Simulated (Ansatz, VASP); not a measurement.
# Two plane-wave programs on KTaO3

Contents of INCAR:

```
ALGO = Normal
EDIFF = 1E-8
ENCUT = 520
GGA = PE
ISIF = 2
ISMEAR = -1
LASPH = True
LCHARG = False
LEFG = True
LREAL = False
LWAVE = False
NBANDS = 27
NELM = 80
PREC = Accurate
SIGMA = 0.01
```

File KPOINTS:

```
k-points
0
Gamma
  5 5 5
```

POSCAR

```
KTaO3
1.0
    3.9883000000     -0.0598245000     -0.0598245000
   -0.0598245000      3.9883000000     -0.0598245000
   -0.0598245000     -0.0598245000      3.9883000000
K Ta O
1 1 3
Direct
    0.5000000000      0.5000000000      0.5000000000
    0.0000000000      0.0000000000      0.0000000000
    0.5000000000      0.0000000000      0.0000000000
    0.0000000000      0.5000000000      0.0000000000
    0.0000000000      0.0000000000      0.5000000000
```

Input for Ansatz:

```yaml
crystal:
  lattice:
    - [3.9883, -0.0598245, -0.0598245]
    - [-0.0598245, 3.9883, -0.0598245]
    - [-0.0598245, -0.0598245, 3.9883]
  atoms:
    - { symbol: K, position: [0.5, 0.5, 0.5] }
    - { symbol: Ta, position: [0.0, 0.0, 0.0] }
    - { symbol: O, position: [0.5, 0.0, 0.0] }
    - { symbol: O, position: [0.0, 0.5, 0.0] }
    - { symbol: O, position: [0.0, 0.0, 0.5] }
kpoints:
  mp_grid: { grid: [5, 5, 5] }
scf:
  occupations: { method: fermi_dirac, width: 0.01 }
hamiltonian:
  xc: pbe
  pseudopotentials: { kind: paw }
output:
  forces: true
  stress: true
  eigenvalues: true
  efg: { contact_densities: true }
```

Change from the starting cell: equal xy, yz and zx shear strains of -3 %, PAW files.

Alike in both runs: task electric field gradients; functional PBE; k mesh 5 × 5 × 5; occupations fermi-dirac, width 0.01 eV; no spin polarisation.

|  | VASP | Ansatz |
| --- | --- | --- |
| version | VASP 6.6.1 | Ansatz 0.2.0 |
| potentials or method | VASP PAW PBE potentials, release 64 (K_sv, Ta_pv, O) | PAW with Ansatz's default frozen-core files, scalar-relativistic |
| plane-wave cutoff (eV) | 520 | 420 |
| valence electrons in the cell | 38 | 40 |

```tsv
	VASP	Ansatz	Ansatz less VASP
gap on the k mesh at the Fermi level (eV)	2.16	2.20	+0.047
pressure (GPa)	6.2	5.5	-0.68
traceless stress, the component that is largest in VASP (GPa)	3.04	3.04	-0.004
size of Vzz on the site where it differs most (V/Å²)	68.7	79.9	+11.24
```

VASP's potentials hold 38 valence electrons a cell and Ansatz's 40, so a difference there can come from the potentials and not from the codes.

Neither program's run includes spin-orbit coupling.
